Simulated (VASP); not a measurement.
# In (Pm-3m) in VASP: further runs, part 2 of 2

VASP 6.6.1. The steps go on from the part before.

**5. Single point, revPBE (volume scaled by 1.04)**

Contents of INCAR:

```
PREC = Accurate ; ENCUT = 520
EDIFF = 1E-6 ; ISMEAR = -1
SIGMA = 0.1 ; LREAL = F
LASPH = T ; NELM = 80
ALGO = Normal ; ISIF = 2
LWAVE = F ; LCHARG = T
GGA = RE ; LELF = T
LVHAR = T ; NBANDS = 12
```

Contents of KPOINTS:

```
Automatic mesh
0
Gamma
  11 11 11
```

Contents of POSCAR:

```
In
1.0
    3.1674068999      0.0000000000      0.0000000000
    0.0000000000      3.1674068999      0.0000000000
    0.0000000000      0.0000000000      3.1674068999
In
1
Direct
    0.0000000000      0.0000000000      0.0000000000
```

Potentials or basis: VASP PAW PBE potentials, release 64 (In_d).

Command:

```
$ cat potpaw_PBE.64/In_d/POTCAR > POTCAR
$ mpirun -np 1 vasp_std > vasp.out
```

OUTCAR:

```text
PREC = Accurate
   ENCUT = 520
   EDIFF = 1E-6
   ISMEAR = -1
   LREAL = F
   LASPH = T
   NELM = 80
   ISIF = 2
   GGA = RE

 ion  position               nearest neighbor table
   1  0.000  0.000  0.000-

  LATTYP: Found a simple cubic cell.
 ALAT       =     3.1674068999

  Lattice vectors:

 A1 = (   3.1674068999,   0.0000000000,   0.0000000000)
 A2 = (   0.0000000000,   3.1674068999,   0.0000000000)
 A3 = (   0.0000000000,   0.0000000000,   3.1674068999)

[... 528 lines left out ...]
      3      -8.9316      2.00000
      4      -8.9285      2.00000
      5      -8.8492      2.00000
      6      -1.5112      2.00000
      7       6.4589      0.00013
      8      11.8746      0.00000
      9      12.1043      0.00000
     10      17.7573      0.00000
     11      17.8786      0.00000
     12      19.7040      0.00000

 [... further k-points ...]
[... 5 lines left out ...]
  --------------------------------------------------------------------------------------
  -------------------------------------------------------------------------------------
  Total       -0.1657417     -0.1657417     -0.1657417     -0.0000000     -0.0000000      0.0000000
  in kB       -8.3566221     -8.3566221     -8.3566221     -0.0000000     -0.0000000      0.0000000
  external PRESSURE =      -8.3566221 kB  Pullay stress =       0.0000000 kB

 VOLUME and BASIS-vectors are now :
 -----------------------------------------------------------------------------
  energy-cutoff  :      520.00
  volume of cell :       31.78
      direct lattice vectors                 reciprocal lattice vectors
     3.167406900  0.000000000  0.000000000     0.315715673  0.000000000  0.000000000
     0.000000000  3.167406900  0.000000000     0.000000000  0.315715673  0.000000000
     0.000000000  0.000000000  3.167406900     0.000000000  0.000000000  0.315715673

 POSITION                                       TOTAL-FORCE (eV/Angst)
 -----------------------------------------------------------------------------------
      0.00000      0.00000      0.00000         0.000000      0.000000      0.000000
 -----------------------------------------------------------------------------------
    total drift:                                0.000000     -0.000000      0.000000

  FREE ENERGIE OF THE ION-ELECTRON SYSTEM (eV)
  ---------------------------------------------------
  free  energy   TOTEN  =        -2.1707950399 eV

  energy  without entropy=       -2.1506839222  energy(sigma->0) =       -2.16073948
```

OSZICAR:

```text
N       E                     dE             d eps       ncg     rms          rms(c)
DAV:   1     0.786382627633E+02    0.78638E+02   -0.62331E+03  1348   0.128E+03
DAV:   2     0.192958212334E+01   -0.76709E+02   -0.75111E+02  1400   0.284E+02
DAV:   3    -0.207822199612E+01   -0.40078E+01   -0.39952E+01  1612   0.661E+01
DAV:   4    -0.217716525481E+01   -0.98943E-01   -0.98916E-01  1692   0.108E+01
DAV:   5    -0.218151363972E+01   -0.43484E-02   -0.43481E-02  1832   0.194E+00    0.184E+00
DAV:   6    -0.217099415183E+01    0.10519E-01   -0.24636E-02  1676   0.295E+00    0.957E-01
DAV:   7    -0.217052340112E+01    0.47075E-03   -0.95440E-03  1728   0.167E+00    0.212E-01
DAV:   8    -0.217077658324E+01   -0.25318E-03   -0.10314E-03  1572   0.450E-01    0.259E-02
DAV:   9    -0.217079298073E+01   -0.16397E-04   -0.31054E-05  1692   0.611E-02    0.118E-02
DAV:  10    -0.217079478129E+01   -0.18006E-05   -0.28093E-06  1516   0.166E-02    0.326E-03
DAV:  11    -0.217079503986E+01   -0.25857E-06   -0.17412E-07   836   0.420E-03
   1 F= -.21707950E+01 E0= -.21607395E+01  d E =-.201111E-01
```

stdout:

```text
POSCAR found type information on POSCAR In
 POSCAR found :  1 types and       1 ions
 scaLAPACK will be used
 -----------------------------------------------------------------------------
|                                                                             |
|                                                                             |
|     You enforced a specific xc type in the INCAR file but a different       |
|     I HOPE YOU KNOW WHAT YOU ARE DOING!                                     |
|                                                                             |
 -----------------------------------------------------------------------------

 LDA part: xc-table for (Slater+PW92), standard interpolation
 POSCAR, INCAR and KPOINTS ok, starting setup
 FFT: planning ... GRIDC
 FFT: planning ... GRID_SOFT
 FFT: planning ... GRID
 WAVECAR not read
 entering main loop
```

Run time: 8.3 s. Hardware: 1 thread of Intel Xeon Platinum 8559C (Emerald Rapids), shared host; peak memory 0.14 GiB.

Results:

- Free energy: -2.1708 eV
- Pressure: -0.8 GPa

Caveat: the PAW data sets were made with another functional, which shifts forces and pressure a little; spin-orbit coupling is left out, which moves the levels of the heavy elements.

**6. Single point, revPBE (volume scaled by 1.08)**

Contents of INCAR:

```
PREC     = Accurate       # precision mode
ENCUT    = 520            # plane-wave cutoff, eV
EDIFF    = 1E-6           # SCF threshold, eV
ISMEAR   = -1             # smearing method
SIGMA    = 0.1            # smearing width, eV
LREAL    = False          # projectors in reciprocal space
LASPH    = True           # aspherical terms in the spheres
NELM     = 100            # most SCF steps
ALGO     = Normal         # electronic algorithm
ISIF     = 2              # what is computed and relaxed
LWAVE    = False          # write WAVECAR
LCHARG   = False          # write CHGCAR
GGA      = RE             # functional
NBANDS   = 12             # bands
```

Contents of KPOINTS:

```
regular mesh
0
Gamma
  11 11 11
```

Contents of POSCAR:

```
In
1.0
    3.2075049149      0.0000000000      0.0000000000
    0.0000000000      3.2075049149      0.0000000000
    0.0000000000      0.0000000000      3.2075049149
In
1
Direct
    0.0000000000      0.0000000000      0.0000000000
```

Potentials or basis: VASP PAW PBE potentials, release 64 (In_d).

Command:

```
$ cat potpaw_PBE.64/In_d/POTCAR > POTCAR
$ mpirun -np 1 vasp_std > vasp.out
```

OUTCAR:

```text
PREC = Accurate
   ENCUT = 520
   EDIFF = 1E-6
   ISMEAR = -1
   LREAL = False
   LASPH = True
   NELM = 100
   ISIF = 2
   GGA = RE

 ion  position               nearest neighbor table
   1  0.000  0.000  0.000-

  LATTYP: Found a simple cubic cell.
 ALAT       =     3.2075049149

  Lattice vectors:

 A1 = (   3.2075049149,   0.0000000000,   0.0000000000)
 A2 = (   0.0000000000,   3.2075049149,   0.0000000000)
 A3 = (   0.0000000000,   0.0000000000,   3.2075049149)

Analysis of symmetry for initial positions (statically):
=====================================================================
 Subroutine PRICEL returns:
 Original cell was already a primitive cell.

 Routine SETGRP: Setting up the symmetry group for a
 simple cubic supercell.

 Subroutine GETGRP returns: Found 48 space group operations
 (whereof 48 operations were pure point group operations)
 out of a pool of 48 trial point group operations.

The static configuration has the point symmetry O_h .

Analysis of symmetry for dynamics (positions and initial velocities):
=====================================================================
 Subroutine PRICEL returns:
 Original cell was already a primitive cell.

 Routine SETGRP: Setting up the symmetry group for a
 simple cubic supercell.

 Subroutine GETGRP returns: Found 48 space group operations
 (whereof 48 operations were pure point group operations)
 out of a pool of 48 trial point group operations.

The dynamic configuration has the point symmetry O_h .

 Subroutine INISYM returns: Found 48 space group operations
 (whereof 48 operations are pure point group operations),
 and found     1 'primitive' translations

----------------------------------------------------------------------------------------

                                     Primitive cell

  volume of cell :      32.9991

  direct lattice vectors                    reciprocal lattice vectors
     3.207504915  0.000000000  0.000000000     0.311768813  0.000000000  0.000000000
     0.000000000  3.207504915  0.000000000     0.000000000  0.311768813  0.000000000
     0.000000000  0.000000000  3.207504915     0.000000000  0.000000000  0.311768813

  length of vectors
     3.207504915  3.207504915  3.207504915     0.311768813  0.311768813  0.311768813

  position of ions in fractional coordinates (direct lattice)
     0.000000000  0.000000000  0.000000000

  ion indices of the primitive-cell ions
   primitive index   ion index
                 1           1

----------------------------------------------------------------------------------------

 KPOINTS: regular mesh

Automatic generation of k-mesh.
 Grid dimensions read from file:
 generate k-points for:   11   11   11

 Generating k-lattice:

  Cartesian coordinates                     Fractional coordinates (reciprocal lattice)
     0.028342619  0.000000000  0.000000000     0.090909091  0.000000000  0.000000000
     0.000000000  0.028342619  0.000000000     0.000000000  0.090909091  0.000000000
     0.000000000  0.000000000  0.028342619     0.000000000  0.000000000  0.090909091

  Length of vectors
     0.028342619  0.028342619  0.028342619

  Shift w.r.t. Gamma in fractional coordinates (k-lattice)
     0.000000000  0.000000000  0.000000000

 Subroutine IBZKPT returns following result:
 ===========================================

 Found     56 irreducible k-points:

 Following reciprocal coordinates:
            Coordinates               Weight
  0.000000  0.000000  0.000000      1.000000
  0.090909  0.000000  0.000000      6.000000
  0.181818  0.000000  0.000000      6.000000
  0.272727  0.000000  0.000000      6.000000
  0.363636  0.000000  0.000000      6.000000
  0.454545  0.000000  0.000000      6.000000
[... 16 lines left out ...]
  0.181818  0.090909  0.090909     24.000000
  0.272727  0.090909  0.090909     24.000000
 [... further k-points ...]
   k-points           NKPTS =     56   k-points in BZ     NKDIM =     56   number of bands    NBANDS=     12
   number of dos      NEDOS =    301   number of ions     NIONS =      1
   total plane-waves  NPLWV =  13824
   dimension x,y,z NGX =    24 NGY =   24 NGZ =   24
   dimension x,y,z NGXF=    48 NGYF=   48 NGZF=   48
   ions per type =               1
   NGX,Y,Z   is equivalent  to a cutoff of  12.44, 12.44, 12.44 a.u.
   NGXF,Y,Z  is equivalent  to a cutoff of  24.88, 24.88, 24.88 a.u.
 SYSTEM =  unknown system
   PREC   = accura    normal or accurate (medium, high low for compatibility)
   ISTART =      0    job   : 0-new  1-cont  2-samecut
   ICHARG =      2    charge: 1-file 2-atom 10-const
   ISPIN  =      1    spin polarized calculation?
   LNONCOLLINEAR =      F non collinear calculations
   LSORBIT =      F    spin-orbit coupling
   LASPH  =      T    aspherical Exc in radial PAW
   ENCUT  =  520.0 eV  38.22 Ry    6.18 a.u.   5.96  5.96  5.96*2*pi/ulx,y,z
   NELM   =    100;   NELMIN=  2; NELMDL= -5     # of ELM steps
   EDIFF  = 0.1E-05   stopping-criterion for ELM
   LREAL  =      F    real-space projection
   EDIFFG = 0.1E-04   stopping-criterion for IOM
   NSW    =      0    number of steps for IOM
   IBRION =     -1    ionic relax: 0-MD 1-quasi-New 2-CG
   NFREE  =      0    steps in history (QN), initial steepest desc. (CG)
   ISIF   =      2    stress and relaxation
   ISYM   =      2    0-nonsym 1-usesym 2-fastsym
   POTIM  = 0.5000    time-step for ionic-motion
   TEBEG  =    0.0;   TEEND  =   0.0 temperature during run
   PSTRESS=    0.0 pullay stress
   NELECT =      13.0000    total number of electrons
   NUPDOWN=      -1.0000    fix difference up-down
   EMIN   =  10.00;   EMAX   =-10.00  energy-range for DOS
   EFERMI =   0.00;   METHOD = LEGACY
   ISMEAR =    -1;   SIGMA  =   0.10  broadening in eV -4-tet -1-fermi 0-gaus
   EFERMI_NEDOS =   21; number of points for ismear=-14 and -15
   IALGO  =     38    algorithm
   IMIX   =      4    mixing-type and parameters
     AMIX     =   0.40;   BMIX     =  1.00
     AMIX_MAG =   1.60;   BMIX_MAG =  1.00
  volume/ion in A,a.u.               =      33.00       222.69
  Fermi-wavevector in a.u.,A,eV,Ry     =   1.200112  2.267884 19.596062  1.440270
  Thomas-Fermi vector in A             =   2.335957
   LORBIT       =      0    0 simple, 1 ext, 2 COOP (PROOUT), +10 PAW based schemes
   GGA     = RE    functional components
   LHFCALC =     F    Hartree Fock is set to
   AEXX    =    0.0000 exact exchange contribution
   IVDW    =     0    specifies the selected vdW correction
   LEPSILON=     F    determine dielectric tensor
   LRPA    =     F    only Hartree local field effects (RPA)
 non-spin polarized calculation
  energy-cutoff  :      520.00
  volume of cell :       33.00
 maximum number of plane-waves:       906
 NGX is ok and might be reduce to    24
   NGX = 11   NGY = 11   NGZ = 11

 number of electron      13.0000007 magnetization

 Free energy of the ion-electron system (eV)
  ---------------------------------------------------
  ext. energy  EPLUGINS =         0.00000000
  ---------------------------------------------------
  free energy    TOTEN  =        -2.16179496 eV

  energy without entropy =       -2.14101534  energy(sigma->0) =       -2.15140515

 E-fermi :   5.1660     XC(G=0):  -9.0405

 val. band max:        5.1377727609   @ k =   0.3636   0.2727   0.0909
 cond. band min:       5.1926835334   @ k =   0.4545   0.4545   0.0909
 fundamental gap:      0.0549107725
 Fermi energy:         5.1659768774

 k-point     1 :       0.0000    0.0000    0.0000
  band No.  band energies     occupation
      1      -9.6590      2.00000
      2      -9.6590      2.00000
      3      -9.1778      2.00000
      4      -9.1778      2.00000
      5      -9.1778      2.00000
      6      -3.0502      2.00000
      7      11.7111      0.00000
      8      11.7111      0.00000
      9      11.7111      0.00000
     10      14.7065      0.00000
     11      14.7065      0.00000
     12      15.4465      0.00000

 k-point     2 :       0.0909    0.0000    0.0000
  band No.  band energies     occupation
      1      -9.6567      2.00000
      2      -9.6306      2.00000
      3      -9.1883      2.00000
      4      -9.1883      2.00000
      5      -9.1770      2.00000
      6      -2.9271      2.00000
      7      10.2287      0.00000
      8      11.8475      0.00000
      9      11.8475      0.00000
     10      14.7932      0.00000
     11      15.2125      0.00000
     12      16.6877      0.00000
[... 316 lines left out ...]
 k-point    24 :       0.2727    0.0909    0.0909
  band No.  band energies     occupation
      1      -9.5990      2.00000
      2      -9.4343      2.00000
      3      -9.2663      2.00000
      4      -9.2636      2.00000
      5      -9.1923      2.00000
      6      -1.6960      2.00000
      7       6.0986      0.00018
      8      11.3598      0.00000
      9      11.5710      0.00000
     10      17.1715      0.00000
     11      17.2375      0.00000
     12      19.0808      0.00000

 [... further k-points ...]
[... 5 lines left out ...]
  --------------------------------------------------------------------------------------
  -------------------------------------------------------------------------------------
  Total       -0.3296975     -0.3296975     -0.3296975     -0.0000000     -0.0000000      0.0000000
  in kB      -16.0075287    -16.0075287    -16.0075287     -0.0000000     -0.0000000      0.0000000
  external PRESSURE =     -16.0075287 kB  Pullay stress =       0.0000000 kB

 VOLUME and BASIS-vectors are now :
 -----------------------------------------------------------------------------
  energy-cutoff  :      520.00
  volume of cell :       33.00
      direct lattice vectors                 reciprocal lattice vectors
     3.207504915  0.000000000  0.000000000     0.311768813  0.000000000  0.000000000
     0.000000000  3.207504915  0.000000000     0.000000000  0.311768813  0.000000000
     0.000000000  0.000000000  3.207504915     0.000000000  0.000000000  0.311768813

 POSITION                                       TOTAL-FORCE (eV/Angst)
 -----------------------------------------------------------------------------------
      0.00000      0.00000      0.00000         0.000000      0.000000      0.000000
 -----------------------------------------------------------------------------------
    total drift:                                0.000000     -0.000000      0.000000

  FREE ENERGIE OF THE ION-ELECTRON SYSTEM (eV)
  ---------------------------------------------------
  free  energy   TOTEN  =        -2.1617949568 eV

  energy  without entropy=       -2.1410153448  energy(sigma->0) =       -2.15140515
```

Run time: 7.3 s. Hardware: 1 thread of Intel Xeon Platinum 8559C (Emerald Rapids), shared host; peak memory 0.13 GiB.

What came out:

```yaml
Free_energy: -2.1618 eV
Pressure: -1.6 GPa
```

Caveat: the PAW data sets were made with another functional, which shifts forces and pressure a little; spin-orbit coupling is left out, which moves the levels of the heavy elements.

**7. Overview**

```tsv
cell	k mesh	gap on the mesh (eV)	pressure (GPa)
a = 2.996 Å, 1 atom	11 × 11 × 11	none	5.1
a = 3.041 Å, 1 atom	11 × 11 × 11	none	3.1
a = 3.126 Å, 1 atom	10 × 10 × 10	none	0.0
a = 3.167 Å, 1 atom	11 × 11 × 11	none	-0.8
a = 3.208 Å, 1 atom	11 × 11 × 11	none	-1.6
```

Alike in all rows: task single point; level revPBE; potentials or basis VASP PAW PBE potentials, release 64 (In_d); no spin polarisation; cutoff (eV) 520; smearing fermi-dirac 0.1 eV.

Caveats: the PAW data sets were made with another functional, which shifts forces and pressure a little; spin-orbit coupling is left out, which moves the levels of the heavy elements.

Absolute energies hang on the potentials; compare differences alone.
